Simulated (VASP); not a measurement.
# C in VASP: notebook

The runs below take C through single point, with PBE.

All numbers are computed with VASP 6.6.1; they aren't measurements. Logs are shortened: lines on timing, memory, paths and dates and some standing lists are left out, and cuts for length are marked.

## (1) The cell of the first run

The cell holds a slab with vacuum, 1 atom: a = 5.340 Å, b = 2.180 Å, c = 16.000 Å, α = 90.00°, β = 90.00°, γ = 90.00°.

## (2) Single point, PBE

INCAR reads:

```
SYSTEM = C
  ALGO = Normal
  DIPOL = 0.5 0.5 0.500
  EDIFF = 1E-6
  ENCUT = 520
  GGA = PE
  IDIPOL = 3
  ISIF = 2
  ISMEAR = -1
  LASPH = .True.
  LCHARG = .True.
  LDIPOL = .True.
  LELF = .True.
  LREAL = .False.
  LVACPOTAV = .True.
  LVHAR = .True.
  LWAVE = .False.
  NBANDS = 8
  NELM = 60
  PREC = Accurate
  SIGMA = 0.05
```

KPOINTS reads:

```
k-points
0
Gamma
  7 17 1
  0 0 0
```

POSCAR reads:

```
C
1.0
    5.3403194690      0.0000000000      0.0000000000
    0.0000000000      2.1801762938      0.0000000000
    0.0000000000      0.0000000000     16.0000000000
C
1
Direct
    0.0000000000      0.0000000000      0.5000000000
```

Potentials or basis: VASP PAW PBE potentials, release 64 (C).

Started as:

```console
> cat potpaw_PBE.64/C/POTCAR > POTCAR
> mpirun -np 1 vasp_std > vasp.out
```

OUTCAR:

```text
SYSTEM = C
   EDIFF = 1E-6
   ENCUT = 520
   GGA = PE
   ISIF = 2
   ISMEAR = -1
   LASPH = .True.
   LREAL = .False.
   NELM = 60
   PREC = Accurate

 ion  position               nearest neighbor table
   1  0.000  0.000  0.500-

  LATTYP: Found a simple orthorhombic cell.
 ALAT       =     2.1801762938
 B/A-ratio  =     2.4494897427
 C/A-ratio  =     7.3388560574

  Lattice vectors:

 A1 = (   0.0000000000,  -2.1801762938,   0.0000000000)
 A2 = (   5.3403194690,   0.0000000000,   0.0000000000)
 A3 = (   0.0000000000,   0.0000000000,  16.0000000000)

Analysis of symmetry for initial positions (statically):
=====================================================================
 Subroutine PRICEL returns:
 Original cell was already a primitive cell.

 Routine SETGRP: Setting up the symmetry group for a
 simple orthorhombic supercell.

 Subroutine GETGRP returns: Found  8 space group operations
 (whereof  8 operations were pure point group operations)
 out of a pool of  8 trial point group operations.

The static configuration has the point symmetry D_2h.

Analysis of symmetry for dynamics (positions and initial velocities):
=====================================================================
 Subroutine PRICEL returns:
 Original cell was already a primitive cell.

 Routine SETGRP: Setting up the symmetry group for a
 simple orthorhombic supercell.

 Subroutine GETGRP returns: Found  8 space group operations
 (whereof  8 operations were pure point group operations)
 out of a pool of  8 trial point group operations.

The dynamic configuration has the point symmetry D_2h.

 Subroutine INISYM returns: Found  8 space group operations
 (whereof  8 operations are pure point group operations),
 and found     1 'primitive' translations

----------------------------------------------------------------------------------------

                                     Primitive cell

  volume of cell :     186.2854

  direct lattice vectors                    reciprocal lattice vectors
     5.340319469  0.000000000  0.000000000     0.187254715  0.000000000  0.000000000
     0.000000000  2.180176294  0.000000000     0.000000000  0.458678504  0.000000000
     0.000000000  0.000000000 16.000000000     0.000000000  0.000000000  0.062500000

  length of vectors
     5.340319469  2.180176294 16.000000000     0.187254715  0.458678504  0.062500000

  position of ions in fractional coordinates (direct lattice)
     0.000000000  0.000000000  0.500000000

  ion indices of the primitive-cell ions
   primitive index   ion index
[... 79 lines left out ...]
   ISIF   =      2    stress and relaxation
   ISYM   =      2    0-nonsym 1-usesym 2-fastsym
   POTIM  = 0.5000    time-step for ionic-motion
   TEBEG  =    0.0;   TEEND  =   0.0 temperature during run
   PSTRESS=    0.0 pullay stress
   NELECT =       4.0000    total number of electrons
   NUPDOWN=      -1.0000    fix difference up-down
   EMIN   =  10.00;   EMAX   =-10.00  energy-range for DOS
   EFERMI =   0.00;   METHOD = LEGACY
   ISMEAR =    -1;   SIGMA  =   0.05  broadening in eV -4-tet -1-fermi 0-gaus
   EFERMI_NEDOS =   21; number of points for ismear=-14 and -15
   IALGO  =     38    algorithm
   IMIX   =      4    mixing-type and parameters
     AMIX     =   0.40;   BMIX     =  1.00
     AMIX_MAG =   1.60;   BMIX_MAG =  1.00
  volume/ion in A,a.u.               =     186.29      1257.12
  Fermi-wavevector in a.u.,A,eV,Ry     =   0.455025  0.859872  2.817055  0.207048
  Thomas-Fermi vector in A             =   1.438373
   LORBIT       =      0    0 simple, 1 ext, 2 COOP (PROOUT), +10 PAW based schemes
   GGA     = PE    functional components
   LHFCALC =     F    Hartree Fock is set to
   AEXX    =    0.0000 exact exchange contribution
   IVDW    =     0    specifies the selected vdW correction
   LEPSILON=     F    determine dielectric tensor
   LRPA    =     F    only Hartree local field effects (RPA)
 non-spin polarized calculation
  energy-cutoff  :      520.00
  volume of cell :      186.29
 maximum number of plane-waves:      5074
 NGX is ok and might be reduce to    40
   NGX = 19   NGY =  9   NGZ = 59

 number of electron       4.0000000 magnetization

 dipolmoment           0.000000      0.000000      0.000000 electrons x Angstroem

 Free energy of the ion-electron system (eV)
  ---------------------------------------------------
  ext. energy  EPLUGINS =         0.00000000
  ---------------------------------------------------
  free energy    TOTEN  =        -3.00585214 eV

  energy without entropy =       -2.98518386  energy(sigma->0) =       -2.99551800

 E-fermi :  -5.7675     XC(G=0):  -1.5542

 val. band max:       -5.8034889223   @ k =   0.4286   0.1765   0.0000
 cond. band min:      -5.7528051196   @ k =   0.2857   0.1765   0.0000
 fundamental gap:      0.0506838028
 Fermi energy:        -5.7675471302

 k-point     1 :       0.0000    0.0000    0.0000
  band No.  band energies     occupation
      1     -15.6664      2.00000
      2      -6.4039      1.99999
      3      -6.3005      1.99995
      4      -0.3276      0.00000
      5       0.4798      0.00000
      6       0.7555      0.00000
      7       1.3844      0.00000
      8       2.0754      0.00000
[... 243 lines left out ...]
 k-point    24 :       0.4286    0.2941    0.0000
  band No.  band energies     occupation
      1     -13.6667      2.00000
      2      -4.7748      0.00000
      3      -4.7201      0.00000
      4      -4.2888      0.00000
      5       3.3301      0.00000
      6       3.8907      0.00000
      7       4.0502      0.00000
      8       4.5577      0.00000

 [... further k-points ...]

------------------------ aborting loop because EDIFF is reached ----------------------------------------

  FORCE on cell =-STRESS in cart. coord.  units (eV):
  Direction    XX          YY          ZZ          XY          YZ          ZX
  --------------------------------------------------------------------------------------
  -------------------------------------------------------------------------------------
  Total       -0.0322769     -6.9139271     -0.0059023     -0.0000000      0.0000000      0.0000000
  in kB       -0.2776030    -59.4643317     -0.0507635     -0.0000000      0.0000000      0.0000000
  external PRESSURE =     -19.9308994 kB  Pullay stress =       0.0000000 kB

 VOLUME and BASIS-vectors are now :
 -----------------------------------------------------------------------------
  energy-cutoff  :      520.00
  volume of cell :      186.29
      direct lattice vectors                 reciprocal lattice vectors
     5.340319469  0.000000000  0.000000000     0.187254715  0.000000000  0.000000000
     0.000000000  2.180176294  0.000000000     0.000000000  0.458678504  0.000000000
     0.000000000  0.000000000 16.000000000     0.000000000  0.000000000  0.062500000

 POSITION                                       TOTAL-FORCE (eV/Angst)
 -----------------------------------------------------------------------------------
      0.00000      0.00000      8.00000         0.000000      0.000000      0.000000
 -----------------------------------------------------------------------------------
    total drift:                               -0.000000      0.000000      0.000000

  FREE ENERGIE OF THE ION-ELECTRON SYSTEM (eV)
  ---------------------------------------------------
  free  energy   TOTEN  =        -3.0058521447 eV

  energy  without entropy=       -2.9851838583  energy(sigma->0) =       -2.99551800

 vacuum level on the upper side and lower side of the slab         0.536         0.536
```

stdout:

```text
POSCAR found type information on POSCAR C
 POSCAR found :  1 types and       1 ions
 scaLAPACK will be used
 LDA part: xc-table for (Slater+PW92), standard interpolation
 POSCAR, INCAR and KPOINTS ok, starting setup
 FFT: planning ... GRIDC
 FFT: planning ... GRID_SOFT
 FFT: planning ... GRID
 WAVECAR not read
 entering main loop
 -----------------------------------------------------------------------------
|                                                                             |
|           W    W    AA    RRRRR   N    N  II  N    N   GGGG   !!!           |
|           W    W   A  A   R    R  NN   N  II  NN   N  G    G  !!!           |
|           W    W  A    A  R    R  N N  N  II  N N  N  G       !!!           |
|           W WW W  AAAAAA  RRRRR   N  N N  II  N  N N  G  GGG   !            |
|           WW  WW  A    A  R   R   N   NN  II  N   NN  G    G                |
|           W    W  A    A  R    R  N    N  II  N    N   GGGG   !!!           |
|                                                                             |
|     Did not find any points to average over, which means that no vacuum     |
|     field-free region was found. Please increase the size of  your cell     |
|     in the dimension of the dipole correction to obtain accurate            |
|     workfunction values.                                                    |
|                                                                             |
 -----------------------------------------------------------------------------
```

Wall time 29 s (1 thread of AMD EPYC 9R45 (Zen 5), shared host); peak memory 0.23 GiB.

What came out:

```yaml
Free_energy: -3.0059 eV
Band_gap_on_the_k_mesh: zero (bands 2 and 3 overlap by 1.66 eV)
```

Levels at points of the mesh, in eV from the Fermi level:
```csv
k point,band 1,band 2,band 3,band 4,band 5,band 6
"(0.00, 0.00, 0.00)",-9.90,-0.64,-0.53,5.44,6.25,6.52
```

## (3) Single point, PBE

INCAR reads:

```
ALGO = Normal ; DIPOL = 0.5 0.5 0.500
EDIFF = 1E-7 ; ENCUT = 520
GGA = PE ; IDIPOL = 3
ISIF = 2 ; ISMEAR = -1
LASPH = T ; LCHARG = F
LDIPOL = T ; LREAL = F
LWAVE = F ; NBANDS = 8
NELM = 80 ; PREC = Accurate
SIGMA = 0.05
```

KPOINTS reads:

```
k-points
0
Gamma
  7 17 1
```

POSCAR is that of step 2.

Potentials or basis: VASP PAW PBE potentials, release 64 (C).

Started as:

```console
> cat potpaw_PBE.64/C/POTCAR > POTCAR
> mpirun -np 1 vasp_std > vasp.out
```

Wall time 29 s (1 thread of AMD EPYC 9R45 (Zen 5), shared host); peak memory 0.23 GiB.

Results (log left out):

| Item | Value |
| --- | --- |
| Free energy | -3.0059 eV |
| Band gap on the k mesh | zero (bands 2 and 3 overlap by 1.66 eV) |

Levels at points of the mesh, in eV from the Fermi level:
| k point | band 1 | band 2 | band 3 | band 4 | band 5 | band 6 | band 7 |
| --- | --- | --- | --- | --- | --- | --- | --- |
| (0.00, 0.00, 0.00) | -9.90 | -0.64 | -0.53 | 5.44 | 6.24 | 6.56 | 7.15 |
